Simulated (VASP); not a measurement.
# TaO5: single point with PBE

The system is TaO5.

```xyz
6
Lattice="4.0115 0.0000 0.0000 -2.0057 3.4740 0.0000 0.0000 0.0000 4.8845" Properties=species:S:1:pos:R:3 pbc="T T T"
Ta    0.0000    0.0000    0.0000
O     0.0000    0.0000    1.7516
O     0.0000    0.0000    3.1330
O     2.4934    0.0000    2.4423
O    -1.2467    2.1593    2.4423
O     0.7591    1.3147    2.4423
```

- Program: VASP 6.6.1
- Task: single point
- Functional: PBE
- Potentials or basis: VASP PAW PBE potentials, release 64 (Ta_pv, O)
- Cutoff: 520 eV
- k mesh: 6 × 6 × 4
- Occupations: gaussian, width 0.1 eV
- Spin: no spin polarisation

* Pressure: 61.2 GPa
* Largest force: 9.024 eV/Å

Forces on the atoms (eV/Å):
```
Ta   0.000  0.000  0.000
O    0.000  0.000 -5.106
O    0.000  0.000  5.106
O   -9.024  0.000  0.000
O    4.512 -7.815  0.000
O    4.512  7.815  0.000
```

Stress tensor (GPa, compression positive):
```
51.45  0.00  0.00
 0.00 51.45  0.00
 0.00  0.00 80.80
```

Levels at points of the mesh, in eV from the Fermi level:
```csv
k point,band 17,band 18,band 19,band 20,band 21,band 22,band 23,band 24
"(0.00, 0.00, 0.00)",-0.61,-0.61,-0.35,-0.35,0.07,0.28,0.28,1.20
"(0.50, 0.00, 0.00)",-1.21,-0.81,-0.56,-0.47,-0.29,0.92,1.38,1.47
"(0.00, 0.00, 0.50)",-1.03,-1.03,-0.78,-0.78,-0.17,0.03,0.34,0.34
"(0.50, 0.00, 0.50)",-1.30,-0.96,-0.86,-0.18,-0.02,0.09,0.30,0.66
```

Run time: 24 s on 1 thread of Intel(R) Xeon(R) 6975P-C (Granite Rapids), on a shared host, peak memory 0.19 GiB.

Caveat: spin-orbit coupling is left out, which moves the levels of the heavy elements; an odd number of electrons without spin polarisation forces a metal; a magnetic or distorted state may lie lower.
